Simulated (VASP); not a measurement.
# Si4O7: single point with PBE

Si4O7:

```xyz
22
Lattice="7.0842 0.0664 0.0973 0.0664 6.9741 -0.0359 0.0973 -0.0359 7.1324" Properties=species:S:1:pos:R:3 pbc="T T T"
Si    3.5705    0.6552    1.4991
Si    3.5084    1.4912    4.5112
Si    3.3677    3.8169    0.6137
Si    1.8780    2.7800    6.1691
Si    0.6493    4.9121    3.8800
Si    1.4074    6.2860    0.6783
Si   -0.8404   -0.2070    5.9239
Si    5.3369    3.3396    2.1524
O     0.8724    5.2107    2.2991
O     2.2711    7.8444    5.2247
O     3.9028    4.1257    2.1597
O     4.3138    1.6502    2.6796
O     5.5019    2.6115    7.7369
O     0.6567    3.9644    5.4052
O     7.1843    6.1365    4.7837
O     4.4494   -0.5164    7.5307
O     2.9376    2.2601    0.2606
O     7.5336    7.3484    0.0200
O     2.6841    2.9041    4.7444
O     2.1485    0.0118    2.0450
O    -0.9780    3.6695    3.3071
O     5.2169    7.9601    5.1884
```

```
Program                : VASP 6.6.1
Task                   : single point
Functional             : PBE
Potentials or basis    : VASP PAW PBE potentials, release 64 (Si, O)
Cutoff                 : 520 eV
k mesh                 : 1 × 1 × 1, shifted
Occupations            : fermi-dirac, width 0.3447 eV
Spin                   : no spin polarisation
Dipole correction      : no
Further INCAR settings : ALGO = Normal; EDIFF = 1e-06; NBANDS = 75; ISYM = 0
```

The pressure is -4.8 GPa and the largest force is 6.473 eV/Å. The band gap on the k mesh is 0.58 eV.

Forces on the atoms (eV/Å):
```
Si   2.357 -0.519 -2.784
Si   2.575 -0.681  0.755
Si   1.507  2.119  0.138
Si  -2.063  0.352 -3.265
Si  -1.556 -6.030 -1.767
Si   1.283 -3.571  3.169
Si  -1.710  2.628  0.317
Si  -0.990 -2.761 -2.630
O   -0.001 -0.637 -0.171
O    0.054 -2.331  0.611
O   -1.448  0.786 -0.889
O   -1.793 -1.671  1.634
O   -0.129  2.438  2.278
O    1.697 -1.315  0.207
O   -2.713  4.935  2.083
O   -0.374  2.134  1.712
O   -0.716 -2.654  1.628
O   -3.709  0.865 -1.730
O    3.744  3.079 -1.909
O    1.838  2.387 -1.070
O    2.810  1.127  1.852
O   -0.662 -0.680 -0.169
```

Stress tensor (GPa, compression positive):
```
 -5.78   3.74  -0.42
  3.74   1.45   0.44
 -0.42   0.44 -10.17
```

Levels at points of the mesh, in eV from the valence-band top:
| k point | band 56 | band 57 | band 58 | band 59 | band 60 | band 61 |
| --- | --- | --- | --- | --- | --- | --- |
| (0.25, 0.25, 0.25) | -1.46 | -1.10 | 0.00 | 0.58 | 0.99 | 2.20 |

Run time: 81 s on 1 thread of AMD EPYC 7R43 64-Core Processor (Zen 3), with other jobs on the host, peak memory 0.36 GiB.

Caveat: the k points lie up to 0.90 Å⁻¹ apart.
